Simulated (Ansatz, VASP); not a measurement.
## Ta2N: VASP beside Ansatz

Contents of INCAR:

```
PREC = Accurate
ENCUT = 600
EDIFF = 1E-6
ISMEAR = -1
SIGMA = 0.05
LREAL = F
LASPH = T
NELM = 100
ALGO = Normal
ISIF = 3
LWAVE = F
LCHARG = F
GGA = RE
IVDW = 13
IBRION = 2
NSW = 60
EDIFFG = -0.01
```

Contents of KPOINTS:

```
regular mesh
0
Gamma
  10 10 6
```

POSCAR

```
Ta2N
1.0
    3.1128615060      0.0000000000      0.0000000000
   -1.5564307530      2.6958171426      0.0000000000
    0.0000000000      0.0000000000      4.8698410000
Ta N
2 1
Direct
    0.3333333333      0.6666666667      0.2547110000
    0.6666666667      0.3333333333      0.7452890000
    0.0000000000      0.0000000000      0.0000000000
```

Contents of input.yaml:

```yaml
crystal:
  lattice:
    - [3.112861506, 0.0, 0.0]
    - [-1.556430753, 2.6958171426, 0.0]
    - [0.0, 0.0, 4.869841]
  atoms:
    - { symbol: Ta, position: [0.3333333333, 0.6666666667, 0.254711] }
    - { symbol: Ta, position: [0.6666666667, 0.3333333333, 0.745289] }
    - { symbol: "N", position: [0.0, 0.0, 0.0] }
hamiltonian:
  xc: revpbe
  pseudopotentials: { kind: paw }
  dispersion: d4
kpoints:
  mp_grid: { grid: [10, 10, 6] }
scf:
  occupations: { method: fermi_dirac, width: 0.05 }
output:
  forces: true
  stress: true
  eigenvalues: true
relax:
  f_tol: 0.01
  max_steps: 40
  cell: { stress_tol: 0.05 }
```

Alike in both runs: task relaxation of cell and atoms; functional revPBE; dispersion D4; k mesh 10 × 10 × 6; occupations fermi-dirac, width 0.05 eV; no spin polarisation.

|  | VASP | Ansatz |
| --- | --- | --- |
| version | VASP 6.6.1 | Ansatz 0.2.0 |
| potentials or method | VASP PAW PBE potentials, release 64 (Ta_pv, N) | Ansatz PAW |
| plane-wave cutoff (eV) | 600 | 420 |
| valence electrons in the cell | 27 | 31 |

Ansatz gave:

* gap on the k mesh at the Fermi level, each at its own relaxed structure (eV): none
* relaxed volume (Å³/atom): 13.39
* relaxed cell length with the largest relative difference (Å): 4.881

Q: Estimate VASP's values.

A: gap on the k mesh at the Fermi level, each at its own relaxed structure (eV): none; relaxed volume (Å³/atom): 13.41; relaxed cell length with the largest relative difference (Å): 4.883.

VASP's potentials were made for PBE, not for revPBE. A gap of «none» marks a metal or a gap that the smearing closes. VASP's potentials hold 27 valence electrons a cell and Ansatz's 31, so a difference there can come from the potentials and not from the codes.

Neither program's run includes spin-orbit coupling. Noted on Ansatz's run: the plane-wave basis is chosen anew once the cell has moved, so the energies of steps on either side of that aren't comparable.
